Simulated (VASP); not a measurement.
# Si2W (P6_222) in VASP: further runs

Si2W is run at these levels: LDA; tasks: single point.

Everything below comes from runs of VASP 6.6.1. Logs are shortened: lines on timing, memory, paths and dates and some standing lists are left out, and cuts for length are marked.

## Step 1: The cell of the first run

It takes space group P6_222 (No. 180, hexagonal). Conventional cell: a = 4.680 Å, b = 4.680 Å, c = 6.212 Å, α = 90.00°, β = 90.00°, γ = 120.00°. Within 3.2 Å of Si (site symmetry 2) lie 5 W at 2.44 to 2.78 Å and 7 Si at 2.56 to 3.00 Å. Within 3.2 Å of W (site symmetry 222) lie 10 Si at 2.44 to 2.78 Å and 4 W at 3.12 Å.

## Step 2: Single point, LDA (c/a of the conventional cell at fixed volume 1.3274)

The input, INCAR:

```
ALGO = Normal ; EDIFF = 1E-7
ENCUT = 520 ; GGA = CA
ISIF = 2 ; ISMEAR = 0
LASPH = T ; LCHARG = F
LREAL = F ; LWAVE = F
NBANDS = 43 ; NELM = 100
PREC = Accurate ; SIGMA = 0.03
```

The input, KPOINTS:

```
k-points
0
Gamma
  9 9 6
```

The input, POSCAR:

```
Si2W
1.0
    4.6797998650      0.0000000000      0.0000000000
   -2.3398999325      4.0528255677      0.0000000000
    0.0000000000      0.0000000000      6.2119663407
Si W
6 3
Direct
    0.8149755729      0.6299511459      0.5000000000
    0.1850244271      0.8149755729      0.8333333333
    0.6299511459      0.8149755729      0.1666666667
    0.1850244271      0.3700488541      0.5000000000
    0.8149755729      0.1850244271      0.8333333333
    0.3700488541      0.1850244271      0.1666666667
    0.0000000000      0.5000000000      0.1666666667
    0.5000000000      0.5000000000      0.8333333333
    0.5000000000      0.0000000000      0.5000000000
```

Potentials or basis: VASP PAW LDA potentials, release 64 (Si, W_sv).

Run with:

```
cat potpaw_LDA.64/Si/POTCAR potpaw_LDA.64/W_sv/POTCAR > POTCAR
mpirun -np 1 vasp_std > vasp.out
```

OUTCAR:

```text
EDIFF = 1E-7
   ENCUT = 520
   GGA = CA
   ISIF = 2
   ISMEAR = 0
   LASPH = T
   LREAL = F
   NELM = 100
   PREC = Accurate

 ion  position               nearest neighbor table
   1  0.815  0.630  0.500-   8 2.44   7 2.44   9 2.55   3 2.56   2 2.56   4 2.57   4 2.57   9 2.78
                             9 2.78   6 2.94   5 2.94   4 3.00
   2  0.185  0.815  0.833-   9 2.44   7 2.44   8 2.55   1 2.56   6 2.56   5 2.57   5 2.57   8 2.78
                             8 2.78   4 2.94   3 2.94   5 3.00
   3  0.630  0.815  0.167-   9 2.44   8 2.44   7 2.55   1 2.56   5 2.56   6 2.57   6 2.57   7 2.78
                             7 2.78   4 2.94   2 2.94   6 3.00
   4  0.185  0.370  0.500-   8 2.44   7 2.44   9 2.55   6 2.56   5 2.56   1 2.57   1 2.57   9 2.78
                             9 2.78   2 2.94   3 2.94   1 3.00
   5  0.815  0.185  0.833-   9 2.44   7 2.44   8 2.55   4 2.56   3 2.56   2 2.57   2 2.57   8 2.78
                             8 2.78   1 2.94   6 2.94   2 3.00
   6  0.370  0.185  0.167-   9 2.44   8 2.44   7 2.55   4 2.56   2 2.56   3 2.57   3 2.57   7 2.78
                             7 2.78   1 2.94   5 2.94   3 3.00
   7  0.000  0.500  0.167-   1 2.44   4 2.44   2 2.44   5 2.44   3 2.55   6 2.55   6 2.78   3 2.78
                             3 2.78   6 2.78   9 3.12   9 3.12   8 3.12   8 3.12
   8  0.500  0.500  0.833-   1 2.44   4 2.44   3 2.44   6 2.44   5 2.55   2 2.55   5 2.78   2 2.78
                             2 2.78   5 2.78   9 3.12   9 3.12   7 3.12   7 3.12
   9  0.500  0.000  0.500-   2 2.44   5 2.44   3 2.44   6 2.44   1 2.55   4 2.55   4 2.78   1 2.78
                             4 2.78   1 2.78   7 3.12   8 3.12   8 3.12   7 3.12

  LATTYP: Found a hexagonal cell.
 ALAT       =     4.6797998650
 C/A-ratio  =     1.3274000000

  Lattice vectors:

 A1 = (   4.6797998650,   0.0000000000,   0.0000000000)
 A2 = (  -2.3398999325,   4.0528255677,   0.0000000000)
 A3 = (   0.0000000000,   0.0000000000,   6.2119663407)

Analysis of symmetry for initial positions (statically):
=====================================================================
 Subroutine PRICEL returns:
 Original cell was already a primitive cell.

 Routine SETGRP: Setting up the symmetry group for a
 hexagonal supercell.

 Subroutine GETGRP returns: Found 12 space group operations
 (whereof  4 operations were pure point group operations)
 out of a pool of 24 trial point group operations.

The static configuration has the point symmetry D_2 .
 The point group associated with its full space group is D_6 .

Analysis of symmetry for dynamics (positions and initial velocities):
=====================================================================
 Subroutine PRICEL returns:
 Original cell was already a primitive cell.

 Routine SETGRP: Setting up the symmetry group for a
 hexagonal supercell.

[... 127 lines left out ...]
   POTIM  = 0.5000    time-step for ionic-motion
   TEBEG  =    0.0;   TEEND  =   0.0 temperature during run
   PSTRESS=    0.0 pullay stress
   NELECT =      66.0000    total number of electrons
   NUPDOWN=      -1.0000    fix difference up-down
   EMIN   =  10.00;   EMAX   =-10.00  energy-range for DOS
   EFERMI =   0.00;   METHOD = LEGACY
   ISMEAR =     0;   SIGMA  =   0.03  broadening in eV -4-tet -1-fermi 0-gaus
   EFERMI_NEDOS =   21; number of points for ismear=-14 and -15
   IALGO  =     38    algorithm
   IMIX   =      4    mixing-type and parameters
     AMIX     =   0.40;   BMIX     =  1.00
     AMIX_MAG =   1.60;   BMIX_MAG =  1.00
  volume/ion in A,a.u.               =      13.09        88.34
  Fermi-wavevector in a.u.,A,eV,Ry     =   1.349537  2.550255 24.779603  1.821249
  Thomas-Fermi vector in A             =   2.477115
   LORBIT       =      0    0 simple, 1 ext, 2 COOP (PROOUT), +10 PAW based schemes
   GGA     = CA    functional components
   LHFCALC =     F    Hartree Fock is set to
   AEXX    =    0.0000 exact exchange contribution
   IVDW    =     0    specifies the selected vdW correction
   LEPSILON=     F    determine dielectric tensor
   LRPA    =     F    only Hartree local field effects (RPA)
 non-spin polarized calculation
 Gauss-broadening in eV      SIGMA  =   0.03
  energy-cutoff  :      520.00
  volume of cell :      117.82
 maximum number of plane-waves:      3189
 NGX is ok and might be reduce to    36
   NGX = 17   NGY = 17   NGZ = 23

 number of electron      66.0000001 magnetization

 Free energy of the ion-electron system (eV)
  ---------------------------------------------------
  ext. energy  EPLUGINS =         0.00000000
  ---------------------------------------------------
  free energy    TOTEN  =       -79.59793856 eV

  energy without entropy =      -79.59784953  energy(sigma->0) =      -79.59789405

 E-fermi :  13.0417     XC(G=0): -12.7515

 val. band max:       13.0166543943   @ k =   0.3333   0.3333   0.5000
 cond. band min:      13.0853085501   @ k =   0.3333   0.0000   0.3333
 fundamental gap:      0.0686541557
 Fermi energy:        13.0416841292

 k-point     1 :       0.0000    0.0000    0.0000
  band No.  band energies     occupation
      1     -60.8940      2.00000
      2     -60.8760      2.00000
      3     -60.8760      2.00000
      4     -25.6878      2.00000
      5     -25.6610      2.00000
      6     -25.6610      2.00000
[... 1093 lines left out ...]
     42      15.8739      0.00000
     43      16.2938      0.00000

 [... further k-points ...]
[... 5 lines left out ...]
  --------------------------------------------------------------------------------------
  -------------------------------------------------------------------------------------
  Total        0.6051549      0.6051549     19.9207415      0.0000000      0.0000000      0.0000000
  in kB        8.2292995      8.2292995    270.8955037      0.0000000      0.0000000      0.0000000
  external PRESSURE =      95.7847009 kB  Pullay stress =       0.0000000 kB

 VOLUME and BASIS-vectors are now :
 -----------------------------------------------------------------------------
  energy-cutoff  :      520.00
  volume of cell :      117.82
      direct lattice vectors                 reciprocal lattice vectors
     4.679799865  0.000000000  0.000000000     0.213684352  0.123370718  0.000000000
    -2.339899932  4.052825568  0.000000000     0.000000000  0.246741436  0.000000000
     0.000000000  0.000000000  6.211966341     0.000000000  0.000000000  0.160979623

 POSITION                                       TOTAL-FORCE (eV/Angst)
 -----------------------------------------------------------------------------------
      2.33990      2.55308      3.10598        -0.000000      2.355955      0.000000
     -1.04108      3.30295      5.17664        -2.040317      1.177978      0.000000
      1.04108      3.30295      1.03533         2.040317      1.177978      0.000000
      0.00000      1.49974      3.10598        -0.000000     -2.355955      0.000000
      3.38098      0.74987      5.17664         2.040317     -1.177978      0.000000
      1.29882      0.74987      1.03533        -2.040317     -1.177978      0.000000
     -1.16995      2.02641      1.03533        -0.000000     -0.000000     -0.000000
      1.16995      2.02641      5.17664        -0.000000     -0.000000     -0.000000
      2.33990      0.00000      3.10598        -0.000000     -0.000000     -0.000000
 -----------------------------------------------------------------------------------
    total drift:                               -0.000000      0.000000      0.000000

  FREE ENERGIE OF THE ION-ELECTRON SYSTEM (eV)
  ---------------------------------------------------
  free  energy   TOTEN  =       -79.5979385619 eV

  energy  without entropy=      -79.5978495296  energy(sigma->0) =      -79.59789405
```

OSZICAR:

```text
N       E                     dE             d eps       ncg     rms          rms(c)
DAV:   1     0.642922085970E+03    0.64292E+03   -0.35019E+04  4264   0.158E+03
DAV:   2    -0.408498193769E+02   -0.68377E+03   -0.66003E+03  4419   0.453E+02
DAV:   3    -0.807919837985E+02   -0.39942E+02   -0.38580E+02  5162   0.101E+02
DAV:   4    -0.818746199547E+02   -0.10826E+01   -0.10690E+01  5048   0.154E+01
DAV:   5    -0.818963235448E+02   -0.21704E-01   -0.21641E-01  5160   0.228E+00    0.489E+01
DAV:   6    -0.800087253662E+02    0.18876E+01   -0.79672E+00  5009   0.141E+01    0.187E+01
DAV:   7    -0.796745702903E+02    0.33416E+00   -0.10837E+00  4919   0.409E+00    0.791E+00
DAV:   8    -0.796003338859E+02    0.74236E-01   -0.20241E-01  5029   0.234E+00    0.602E-01
DAV:   9    -0.795986438224E+02    0.16901E-02   -0.11725E-02  5367   0.476E-01    0.326E-01
DAV:  10    -0.795980005006E+02    0.64332E-03   -0.25527E-03  5117   0.316E-01    0.959E-02
DAV:  11    -0.795979398694E+02    0.60631E-04   -0.32412E-04  5013   0.945E-02    0.409E-02
DAV:  12    -0.795979387474E+02    0.11220E-05   -0.17343E-05  5288   0.202E-02    0.670E-03
DAV:  13    -0.795979385638E+02    0.18356E-06   -0.11871E-06  5104   0.556E-03    0.124E-03
DAV:  14    -0.795979385619E+02    0.19509E-08   -0.41161E-08  2957   0.126E-03
   1 F= -.79597939E+02 E0= -.79597894E+02  d E =-.890323E-04
```

It took 2.7 min on 1 thread of Intel Xeon Platinum 8559C (Emerald Rapids), shared host; peak memory 0.31 GiB.

Results:

* Free energy: -79.5979 eV
* Pressure: 9.6 GPa
* Largest force: 2.356 eV/Å
* Band gap on the k mesh: 0.07 eV, indirect (least direct gap 0.15 eV)

Forces in eV/Å, atoms in the order of the input:
```
Si   0.000  2.356  0.000
Si  -2.040  1.178  0.000
Si   2.040  1.178  0.000
Si   0.000 -2.356  0.000
Si   2.040 -1.178  0.000
Si  -2.040 -1.178  0.000
W    0.000  0.000  0.000
W    0.000  0.000  0.000
W    0.000  0.000  0.000
```

Caveat: spin-orbit coupling is left out, which moves the levels of the heavy elements; forces of over 1 eV/Å act on the atoms, so gaps and moduli don't describe the material at rest.

## Step 3: Single point, LDA (c/a of the conventional cell at fixed volume 1.5582)

The input, INCAR:

```
SYSTEM = Si2W
PREC     = Accurate       ! precision mode
ENCUT    = 520            ! plane-wave cutoff, eV
EDIFF    = 1E-6           ! SCF threshold, eV
ISMEAR   = 0              ! smearing method
SIGMA    = 0.03           ! smearing width, eV
LREAL    = .False.        ! projectors in reciprocal space
LASPH    = .True.         ! aspherical terms in the spheres
NELM     = 80             ! most SCF steps
ALGO     = Normal         ! electronic algorithm
ISIF     = 2              ! what is computed and relaxed
LWAVE    = .False.        ! write WAVECAR
LCHARG   = .False.        ! write CHGCAR
NBANDS   = 43             ! bands
```

The input, KPOINTS:

```
regular mesh
0
Gamma
  9 9 6
  0 0 0
```

The input, POSCAR:

```
Si2W
1.0
    4.4362922824      0.0000000000      0.0000000000
   -2.2181461412      3.8419418152      0.0000000000
    0.0000000000      0.0000000000      6.9126306345
Si W
6 3
Direct
    0.8361210222      0.6722420443      0.5000000000
    0.1638789778      0.8361210222      0.8333333333
    0.6722420443      0.8361210222      0.1666666667
    0.1638789778      0.3277579557      0.5000000000
    0.8361210222      0.1638789778      0.8333333333
    0.3277579557      0.1638789778      0.1666666667
    0.0000000000      0.5000000000      0.1666666667
    0.5000000000      0.5000000000      0.8333333333
    0.5000000000      0.0000000000      0.5000000000
```

Potentials or basis: VASP PAW LDA potentials, release 64 (Si, W_sv).

Run with:

```
cat potpaw_LDA.64/Si/POTCAR potpaw_LDA.64/W_sv/POTCAR > POTCAR
mpirun -np 1 vasp_std > vasp.out
```

Run time: 3 min. Hardware: 1 thread of Intel Xeon Platinum 8559C (Emerald Rapids), shared host; peak memory 0.32 GiB.

The run converged. Its results:

* Free energy: -81.0801 eV
* Pressure: 1.9 GPa
* Largest force: 0.093 eV/Å
* Band gap on the k mesh: 0.45 eV, indirect (least direct gap 0.82 eV)

Forces on the atoms (eV/Å):
```
Si   0.000 -0.093  0.000
Si   0.081 -0.047  0.000
Si  -0.081 -0.047  0.000
Si   0.000  0.093  0.000
Si  -0.081  0.047  0.000
Si   0.081  0.047  0.000
W    0.000  0.000  0.000
W    0.000  0.000  0.000
W    0.000  0.000  0.000
```

Stress tensor (GPa, compression positive):
```
  8.81   0.00   0.00
  0.00   8.81   0.00
  0.00   0.00 -11.97
```

Levels at points of the mesh, in eV from the valence-band top:
```csv
k point,band 29,band 30,band 31,band 32,band 33,band 34,band 35,band 36,band 37,band 38
"(0.00, 0.00, 0.00)",-2.46,-2.46,-1.98,-1.66,-0.74,2.67,2.69,2.69,2.86,3.19
"(0.00, 0.00, 0.50)",-1.70,-1.70,-1.51,-0.99,-0.99,1.97,2.56,2.56,2.75,2.93
```

Caveat: spin-orbit coupling is left out, which moves the levels of the heavy elements.
